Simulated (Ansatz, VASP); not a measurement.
I in VASP and in Ansatz

File INCAR:

```
SYSTEM = I
ALGO = Normal ; EDIFF = 1E-6
ENCUT = 520 ; GGA = PS
ISIF = 2 ; ISMEAR = -1
LASPH = .True. ; LCHARG = .True.
LELF = .True. ; LREAL = .False.
LVHAR = .True. ; LWAVE = .False.
NBANDS = 10 ; NELM = 80
PREC = Accurate ; SIGMA = 0.05
```

File KPOINTS:

```
k-points
0
Gamma
  5 5 5
  0 0 0
```

The input POSCAR:

```
I
1.0
    0.0000000000      2.3656004428      3.9098401324
    2.1922454667      0.0000000000      3.9098401324
    2.1922454667      2.3656004428      0.0000000000
I
1
Direct
    0.0000000000      0.0000000000      0.0000000000
```

Contents of input.yaml:

```yaml
crystal:
  lattice:
    - [0.0, 2.3656004428, 3.9098401324]
    - [2.1922454667, 0.0, 3.9098401324]
    - [2.1922454667, 2.3656004428, 0.0]
  atoms:
    - { symbol: I, position: [0.0, 0.0, 0.0] }
hamiltonian:
  xc: pbesol
  pseudopotentials: { kind: paw }
kpoints:
  mp_grid: { grid: [5, 5, 5] }
  band_path:
    path:
      - [[0.0, 0.0, 0.0], [0.5, 0.0, 0.5], [0.5, 0.1138942365, 0.6138942365], [0.0504161431, 0.5, 0.5504161431], [0.0, 0.5, 0.5], [0.0, 0.0, 0.0], [0.5, 0.5, 0.0], [0.9495838569, 0.5, 0.4495838569], [0.8622775204, 0.3622775204, 0.5], [0.5, 0.1138942365, 0.6138942365]]
      - [[0.5, 0.8861057635, 0.3861057635], [0.5, 0.5, 0.0]]
      - [[0.0, 0.5, 0.5], [0.1377224796, 0.6377224796, 0.5]]
      - [[0.8622775204, 0.3622775204, 0.5], [0.5, 0.0, 0.5]]
      - [[0.5, 0.5, 0.5], [0.0, 0.0, 0.0]]
    npoints: 14
scf:
  occupations: { method: fermi_dirac, width: 0.05 }
  n_extra_bands: 6
output:
  forces: true
  stress: true
  eigenvalues: true
  fatbands: false
  write_density: true
  write_potential: true
  elf: true
  volumetric_format: npy
```

Alike in both runs: functional PBEsol; k mesh 5 × 5 × 5; occupations fermi-dirac, width 0.05 eV; no spin polarisation.

|  | VASP | Ansatz |
| --- | --- | --- |
| version | VASP 6.6.1 | Ansatz 0.2.0 |
| potentials or method | VASP PAW PBE potentials, release 64 (I) | Ansatz PAW |
| plane-wave cutoff (eV) | 520 | 420 |
| valence electrons in the cell | 7 | 17 |
| task | single point | band structure |

VASP gave:

```
gap on the k mesh at the Fermi level (eV)                     : none
pressure (GPa)                                                : -1.4
traceless stress, the component that is largest in VASP (GPa) : 1.08
```

Task: Estimate Ansatz's values.

Result: gap on the k mesh at the Fermi level (eV): none; pressure (GPa): -1.4; traceless stress, the component that is largest in VASP (GPa): 1.06.

VASP's potentials were made for PBE, not for PBEsol. A gap of «none» marks a metal or a gap that the smearing closes. VASP's potentials hold 7 valence electrons a cell and Ansatz's 17, so a difference there can come from the potentials and not from the codes.

The k mesh is coarse, so the values compare programs but aren't converged. Neither program's run includes spin-orbit coupling.
